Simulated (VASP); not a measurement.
# CrO2 (P6_3/mmc) in VASP: notebook

Runs on CrO2. Level: PBEsol. Tasks: single point.

All numbers are computed with VASP 6.6.1; they aren't measurements. Logs are shortened: lines on timing, memory, paths and dates and some standing lists are left out, and cuts for length are marked.

### Step 1. The cell of the first run

The structure is hexagonal, space group P6_3/mmc (No. 194). The conventional cell has a = 2.588 Å, b = 2.588 Å, c = 10.962 Å, α = 90.00°, β = 90.00°, γ = 120.00°. Cr (site symmetry -6m2) has 6 O at 1.88 Å and 6 Cr at 2.59 Å within 2.6 Å. Within 2.6 Å of O (site symmetry 3m) lie 3 Cr at 1.88 Å and 7 O at 2.30 to 2.59 Å.

### Step 2. Single point, PBEsol

Contents of INCAR:

```
PREC     = Accurate       # precision mode
ENCUT    = 520            # plane-wave cutoff, eV
EDIFF    = 1E-6           # SCF threshold, eV
ISMEAR   = 0              # smearing method
SIGMA    = 0.01           # smearing width, eV
LREAL    = False          # projectors in reciprocal space
LASPH    = True           # aspherical terms in the spheres
NELM     = 60             # most SCF steps
ALGO     = Normal         # electronic algorithm
ISIF     = 2              # what is computed and relaxed
LWAVE    = False          # write WAVECAR
LCHARG   = False          # write CHGCAR
GGA      = PS             # functional
NBANDS   = 33             # bands
```

Contents of KPOINTS:

```
regular mesh
0
Gamma
  18 18 4
```

Contents of POSCAR:

```
CrO2
1.0
    2.5875545350      0.0000000000      0.0000000000
   -1.2937772675      2.2408879610      0.0000000000
    0.0000000000      0.0000000000     10.9624474644
Cr O
2 4
Direct
    0.6666666667      0.3333333333      0.2500000000
    0.3333333333      0.6666666667      0.7500000000
    0.6666666667      0.3333333333      0.6452127640
    0.3333333333      0.6666666667      0.3547872360
    0.6666666667      0.3333333333      0.8547872360
    0.3333333333      0.6666666667      0.1452127640
```

Potentials or basis: VASP PAW PBE potentials, release 64 (Cr_pv, O).

Command:

```
cat potpaw_PBE.64/Cr_pv/POTCAR potpaw_PBE.64/O/POTCAR > POTCAR
mpirun -np 1 vasp_std > vasp.out
```

OUTCAR:

```text
PREC = Accurate
   ENCUT = 520
   EDIFF = 1E-6
   ISMEAR = 0
   LREAL = False
   LASPH = True
   NELM = 60
   ISIF = 2
   GGA = PS

 ion  position               nearest neighbor table
   1  0.667  0.333  0.250-   4 1.88   6 1.88   4 1.88   6 1.88   4 1.88   6 1.88
   2  0.333  0.667  0.750-   3 1.88   5 1.88   3 1.88   5 1.88   3 1.88   5 1.88
   3  0.667  0.333  0.645-   2 1.88   2 1.88   2 1.88
   4  0.333  0.667  0.355-   1 1.88   1 1.88   1 1.88
   5  0.667  0.333  0.855-   2 1.88   2 1.88   2 1.88
   6  0.333  0.667  0.145-   1 1.88   1 1.88   1 1.88

  LATTYP: Found a hexagonal cell.
 ALAT       =     2.5875545350
 C/A-ratio  =     4.2366053801

  Lattice vectors:

 A1 = (   2.5875545350,   0.0000000000,   0.0000000000)
 A2 = (  -1.2937772675,   2.2408879610,   0.0000000000)
 A3 = (   0.0000000000,   0.0000000000,  10.9624474644)

Analysis of symmetry for initial positions (statically):
=====================================================================
 Subroutine PRICEL returns:
 Original cell was already a primitive cell.

 Routine SETGRP: Setting up the symmetry group for a
 hexagonal supercell.

 Subroutine GETGRP returns: Found 24 space group operations
 (whereof 12 operations were pure point group operations)
 out of a pool of 24 trial point group operations.

The static configuration has the point symmetry D_3d.
 The point group associated with its full space group is D_6h.

Analysis of symmetry for dynamics (positions and initial velocities):
=====================================================================
 Subroutine PRICEL returns:
 Original cell was already a primitive cell.

 Routine SETGRP: Setting up the symmetry group for a
 hexagonal supercell.

 Subroutine GETGRP returns: Found 24 space group operations
 (whereof 12 operations were pure point group operations)
 out of a pool of 24 trial point group operations.

The dynamic configuration has the point symmetry D_3d.
 The point group associated with its full space group is D_6h.

 Subroutine INISYM returns: Found 24 space group operations
 (whereof 12 operations are pure point group operations),
 and found     1 'primitive' translations

----------------------------------------------------------------------------------------

                                     Primitive cell

  volume of cell :      63.5649

  direct lattice vectors                    reciprocal lattice vectors
     2.587554535  0.000000000  0.000000000     0.386465285  0.223125836  0.000000000
    -1.293777268  2.240887961  0.000000000     0.000000000  0.446251672  0.000000000
     0.000000000  0.000000000 10.962447464     0.000000000  0.000000000  0.091220506

  length of vectors
     2.587554535  2.587554535 10.962447464     0.446251672  0.446251672  0.091220506

  position of ions in fractional coordinates (direct lattice)
     0.666666667  0.333333333  0.250000000
     0.333333333  0.666666667  0.750000000
     0.666666667  0.333333333  0.645212764
     0.333333333  0.666666667  0.354787236
     0.666666667  0.333333333  0.854787236
     0.333333333  0.666666667  0.145212764

  ion indices of the primitive-cell ions
   primitive index   ion index
                 1           1
                 2           2
                 3           3
                 4           4
                 5           5
                 6           6

----------------------------------------------------------------------------------------

 KPOINTS: regular mesh

Automatic generation of k-mesh.
 Grid dimensions read from file:
 generate k-points for:   18   18    4

 Generating k-lattice:

  Cartesian coordinates                     Fractional coordinates (reciprocal lattice)
     0.021470294  0.012395880  0.000000000     0.055555556 -0.000000000  0.000000000
     0.000000000  0.024791760  0.000000000     0.000000000  0.055555556  0.000000000
     0.000000000  0.000000000  0.022805126     0.000000000  0.000000000  0.250000000

  Length of vectors
     0.024791760  0.024791760  0.022805126

  Shift w.r.t. Gamma in fractional coordinates (k-lattice)
     0.000000000  0.000000000  0.000000000

 Subroutine IBZKPT returns following result:
 ===========================================

 Found    111 irreducible k-points:

 Following reciprocal coordinates:
            Coordinates               Weight
  0.000000  0.000000  0.000000      1.000000
  0.055556  0.000000  0.000000      6.000000
  0.111111  0.000000  0.000000      6.000000
  0.166667  0.000000  0.000000      6.000000
  0.222222  0.000000  0.000000      6.000000
  0.277778  0.000000  0.000000      6.000000
[... 16 lines left out ...]
  0.333333  0.111111  0.000000     12.000000
  0.388889  0.111111  0.000000     12.000000
 [... further k-points ...]
   k-points           NKPTS =    111   k-points in BZ     NKDIM =    111   number of bands    NBANDS=     33
   number of dos      NEDOS =    301   number of ions     NIONS =      6
   total plane-waves  NPLWV =  33600
   dimension x,y,z NGX =    20 NGY =   20 NGZ =   84
   dimension x,y,z NGXF=    40 NGYF=   40 NGZF=  168
   ions per type =               2   4
   NGX,Y,Z   is equivalent  to a cutoff of  12.85, 12.85, 12.74 a.u.
   NGXF,Y,Z  is equivalent  to a cutoff of  25.70, 25.70, 25.48 a.u.
 SYSTEM =  unknown system
   PREC   = accura    normal or accurate (medium, high low for compatibility)
   ISTART =      0    job   : 0-new  1-cont  2-samecut
   ICHARG =      2    charge: 1-file 2-atom 10-const
   ISPIN  =      1    spin polarized calculation?
   LNONCOLLINEAR =      F non collinear calculations
   LSORBIT =      F    spin-orbit coupling
   LASPH  =      T    aspherical Exc in radial PAW
   ENCUT  =  520.0 eV  38.22 Ry    6.18 a.u.   4.81  4.81 20.38*2*pi/ulx,y,z
   NELM   =     60;   NELMIN=  2; NELMDL= -5     # of ELM steps
   EDIFF  = 0.1E-05   stopping-criterion for ELM
   LREAL  =      F    real-space projection
   EDIFFG = 0.1E-04   stopping-criterion for IOM
   NSW    =      0    number of steps for IOM
   IBRION =     -1    ionic relax: 0-MD 1-quasi-New 2-CG
   NFREE  =      0    steps in history (QN), initial steepest desc. (CG)
   ISIF   =      2    stress and relaxation
   ISYM   =      2    0-nonsym 1-usesym 2-fastsym
   POTIM  = 0.5000    time-step for ionic-motion
   TEBEG  =    0.0;   TEEND  =   0.0 temperature during run
   PSTRESS=    0.0 pullay stress
   NELECT =      48.0000    total number of electrons
   NUPDOWN=      -1.0000    fix difference up-down
   EMIN   =  10.00;   EMAX   =-10.00  energy-range for DOS
   EFERMI =   0.00;   METHOD = LEGACY
   ISMEAR =     0;   SIGMA  =   0.01  broadening in eV -4-tet -1-fermi 0-gaus
   EFERMI_NEDOS =   21; number of points for ismear=-14 and -15
   IALGO  =     38    algorithm
   IMIX   =      4    mixing-type and parameters
     AMIX     =   0.40;   BMIX     =  1.00
     AMIX_MAG =   1.60;   BMIX_MAG =  1.00
  volume/ion in A,a.u.               =      10.59        71.49
  Fermi-wavevector in a.u.,A,eV,Ry     =   1.490789  2.817183 30.238294  2.222452
  Thomas-Fermi vector in A             =   2.603526
   LORBIT       =      0    0 simple, 1 ext, 2 COOP (PROOUT), +10 PAW based schemes
   GGA     = PS    functional components
   LHFCALC =     F    Hartree Fock is set to
   AEXX    =    0.0000 exact exchange contribution
   IVDW    =     0    specifies the selected vdW correction
   LEPSILON=     F    determine dielectric tensor
   LRPA    =     F    only Hartree local field effects (RPA)
 non-spin polarized calculation
 Gauss-broadening in eV      SIGMA  =   0.01
  energy-cutoff  :      520.00
  volume of cell :       63.56
 maximum number of plane-waves:      1736
 NGX is ok and might be reduce to    20
   NGX =  9   NGY =  9   NGZ = 41

 number of electron      48.0000019 magnetization

 Free energy of the ion-electron system (eV)
  ---------------------------------------------------
  ext. energy  EPLUGINS =         0.00000000
  ---------------------------------------------------
  free energy    TOTEN  =       -52.26264733 eV

  energy without entropy =      -52.26264733  energy(sigma->0) =      -52.26264733

 E-fermi :   4.3215     XC(G=0): -11.0017

 val. band max:        4.2712539114   @ k =   0.0000   0.0000   0.0000
 cond. band min:       4.5763512247   @ k =   0.3333   0.3333   0.5000
 fundamental gap:      0.3050973133
 Fermi energy:         4.3214957229

 k-point     1 :       0.0000    0.0000    0.0000
  band No.  band energies     occupation
      1     -40.1415      2.00000
      2     -40.1415      2.00000
      3     -39.8663      2.00000
      4     -39.8663      2.00000
      5     -39.8663      2.00000
      6     -39.8663      2.00000
[... 25 lines left out ...]
     32       5.8688      0.00000
     33       9.8900      0.00000

 k-point     2 :       0.0556    0.0000    0.0000
  band No.  band energies     occupation
      1     -40.1370      2.00000
      2     -40.1369      2.00000
      3     -39.8881      2.00000
      4     -39.8881      2.00000
      5     -39.8709      2.00000
      6     -39.8709      2.00000
[... 25 lines left out ...]
     32       5.9350      0.00000
     33       9.8857      0.00000

 k-point     3 :       0.1111    0.0000    0.0000
  band No.  band energies     occupation
      1     -40.1238      2.00000
      2     -40.1238      2.00000
      3     -39.9506      2.00000
      4     -39.9506      2.00000
      5     -39.8841      2.00000
      6     -39.8841      2.00000
[... 25 lines left out ...]
     32       6.1146      0.00000
     33       9.8851      0.00000

 k-point     4 :       0.1667    0.0000    0.0000
  band No.  band energies     occupation
      1     -40.1035      2.00000
      2     -40.1035      2.00000
      3     -40.0455      2.00000
      4     -40.0455      2.00000
      5     -39.9043      2.00000
      6     -39.9043      2.00000
[... 25 lines left out ...]
     32       6.3635      0.00000
     33       9.8868      0.00000

 k-point     5 :       0.2222    0.0000    0.0000
  band No.  band energies     occupation
      1     -40.1605      2.00000
      2     -40.1605      2.00000
      3     -40.0786      2.00000
      4     -40.0786      2.00000
      5     -39.9290      2.00000
      6     -39.9290      2.00000
[... 604 lines left out ...]
 k-point    22 :       0.2778    0.1111    0.0000
  band No.  band energies     occupation
      1     -40.3901      2.00000
      2     -40.3901      2.00000
      3     -40.0203      2.00000
      4     -40.0203      2.00000
      5     -40.0201      2.00000
      6     -40.0201      2.00000
[... 25 lines left out ...]
     32       7.2621      0.00000
     33       9.8886      0.00000

 k-point    23 :       0.3333    0.1111    0.0000
  band No.  band energies     occupation
      1     -40.4678      2.00000
      2     -40.4678      2.00000
      3     -40.0462      2.00000
      4     -40.0461      2.00000
      5     -40.0010      2.00000
      6     -40.0010      2.00000
[... 25 lines left out ...]
     32       7.3749      0.00000
     33       9.8886      0.00000

 k-point    24 :       0.3889    0.1111    0.0000
  band No.  band energies     occupation
      1     -40.5181      2.00000
      2     -40.5181      2.00000
      3     -40.0631      2.00000
      4     -40.0631      2.00000
      5     -39.9884      2.00000
      6     -39.9884      2.00000
[... 25 lines left out ...]
     32       7.4217      0.00000
     33       9.8887      0.00000

 [... further k-points ...]

------------------------ aborting loop because EDIFF is reached ----------------------------------------

  FORCE on cell =-STRESS in cart. coord.  units (eV):
  Direction    XX          YY          ZZ          XY          YZ          ZX
  --------------------------------------------------------------------------------------
  -------------------------------------------------------------------------------------
  Total        0.4414456      0.4414456      0.4753179      0.0000000      0.0000000      0.0000000
  in kB       11.1268075     11.1268075     11.9805723      0.0000000      0.0000000      0.0000000
  external PRESSURE =      11.4113958 kB  Pullay stress =       0.0000000 kB

 VOLUME and BASIS-vectors are now :
 -----------------------------------------------------------------------------
  energy-cutoff  :      520.00
  volume of cell :       63.56
      direct lattice vectors                 reciprocal lattice vectors
     2.587554535  0.000000000  0.000000000     0.386465285  0.223125836  0.000000000
    -1.293777268  2.240887961  0.000000000     0.000000000  0.446251672  0.000000000
     0.000000000  0.000000000 10.962447464     0.000000000  0.000000000  0.091220506

 POSITION                                       TOTAL-FORCE (eV/Angst)
 -----------------------------------------------------------------------------------
      1.29378      0.74696      2.74061         0.000000      0.000000     -0.000000
     -0.00000      1.49393      8.22184        -0.000000      0.000000     -0.000000
      1.29378      0.74696      7.07311        -0.000000      0.000000     -0.121512
     -0.00000      1.49393      3.88934         0.000000     -0.000000      0.121512
      1.29378      0.74696      9.37056         0.000000      0.000000      0.121512
     -0.00000      1.49393      1.59189        -0.000000     -0.000000     -0.121512
 -----------------------------------------------------------------------------------
    total drift:                               -0.000000      0.000000     -0.000000

  FREE ENERGIE OF THE ION-ELECTRON SYSTEM (eV)
  ---------------------------------------------------
  free  energy   TOTEN  =       -52.2626473273 eV

  energy  without entropy=      -52.2626473273  energy(sigma->0) =      -52.26264733
```

Run time: 1.9 min. Hardware: 1 thread of Intel Xeon 6975P-C (Granite Rapids), shared host; peak memory 0.3 GiB.

Results:

- Free energy: -52.2626 eV
- Pressure: 1.1 GPa
- Largest force: 0.122 eV/Å
- Band gap on the k mesh: 0.31 eV (least direct gap 1.57 eV)

Forces on the atoms (eV/Å):
```
Cr   0.000  0.000  0.000
Cr   0.000  0.000  0.000
O    0.000  0.000 -0.122
O    0.000  0.000  0.122
O    0.000  0.000  0.122
O    0.000  0.000 -0.122
```

Caveat: semilocal functionals underestimate gaps, and a narrow one can read as zero; the PAW data sets were made with another functional, which shifts forces and pressure a little; the run has no spin polarisation, though such a crystal can be magnetic. Spin polarisation is off, so any magnetic state and its effect on volume and gap are missing.

### Step 3. Single point, PBEsol

Contents of INCAR:

```
SYSTEM = CrO2
PREC     = Accurate       ! precision mode
ENCUT    = 520            ! plane-wave cutoff, eV
EDIFF    = 1E-6           ! SCF threshold, eV
ISMEAR   = -1             ! smearing method
SIGMA    = 0.01           ! smearing width, eV
LREAL    = .FALSE.        ! projectors in reciprocal space
LASPH    = .TRUE.         ! aspherical terms in the spheres
NELM     = 60             ! most SCF steps
ALGO     = Normal         ! electronic algorithm
ISIF     = 2              ! what is computed and relaxed
LWAVE    = .FALSE.        ! write WAVECAR
LCHARG   = .FALSE.        ! write CHGCAR
GGA      = PS             ! functional
NBANDS   = 33             ! bands
```

Contents of KPOINTS:

```
Automatic mesh
0
G
  18 18 4
  0 0 0
```

POSCAR is that of step 2.

Potentials or basis: VASP PAW PBE potentials, release 64 (Cr_pv, O).

Command:

```
cat potpaw_PBE.64/Cr_pv/POTCAR potpaw_PBE.64/O/POTCAR > POTCAR
mpirun -np 1 vasp_std > vasp.out
```

It took 1.9 min on 1 thread of Intel Xeon 6975P-C (Granite Rapids), shared host; peak memory 0.3 GiB.

The run converged. Its results:

```
Free energy            : -52.2626 eV
Pressure               : 1.1 GPa
Largest force          : 0.122 eV/Å
Band gap on the k mesh : 0.31 eV (least direct gap 1.57 eV)
```

Forces in eV/Å, atoms in the order of the input:
```
Cr   0.000  0.000  0.000
Cr   0.000  0.000  0.000
O    0.000  0.000 -0.122
O    0.000  0.000  0.122
O    0.000  0.000  0.122
O    0.000  0.000 -0.122
```

Stress tensor (GPa, compression positive):
```
1.11 0.00 0.00
0.00 1.11 0.00
0.00 0.00 1.20
```

Levels at points of the mesh, in eV from the valence-band top:
| k point | band 21 | band 22 | band 23 | band 24 | band 25 | band 26 | band 27 | band 28 |
| --- | --- | --- | --- | --- | --- | --- | --- | --- |
| (0.00, 0.00, 0.00) | -3.25 | -2.46 | -0.32 | 0.00 | 1.57 | 1.57 | 1.58 | 1.58 |
| (0.50, 0.00, 0.00) | -2.87 | -2.86 | -1.34 | -1.30 | 0.95 | 0.95 | 1.25 | 1.27 |
| (0.00, 0.00, 0.50) | -2.87 | -2.87 | -0.14 | -0.14 | 1.57 | 1.57 | 1.57 | 1.57 |
| (0.50, 0.00, 0.50) | -2.87 | -2.87 | -1.32 | -1.32 | 0.95 | 0.95 | 1.26 | 1.26 |

Caveat: semilocal functionals underestimate gaps, and a narrow one can read as zero; the PAW data sets were made with another functional, which shifts forces and pressure a little; the run has no spin polarisation, though such a crystal can be magnetic. A k mesh can miss the band edges.
